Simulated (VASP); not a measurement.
MgS (Niningerite):

```xyz
2
Lattice="0.0000 2.6015 2.6015 2.6015 0.0000 2.6015 2.6015 2.6015 0.0000" Properties=species:S:1:pos:R:3 pbc="T T T"
Mg    0.0000    0.0000    0.0000
S     2.6015    2.6015    2.6015
```

Program: VASP 6.6.1. Alike in all runs: task single point; no spin polarisation; cell as given; k mesh 4 × 4 × 4; smearing gaussian 0.01 eV.

Q: Order these runs on this cell by their band gap on the k mesh, lowest first.
A. level r2SCAN; potentials or basis VASP PAW PBE potentials, release 64 (Mg, S); cutoff (eV) 520
B. level LDA; potentials or basis VASP PAW LDA potentials, release 64 (Mg, S); cutoff (eV) 520
C. level PBE; potentials or basis VASP PAW PBE potentials, release 64 (Mg, S); cutoff (eV) 600

A: B (2.53 eV), C (2.75 eV), A (3.41 eV).

Caveats: all runs use coarse meshes.

A k mesh can miss the band edges.
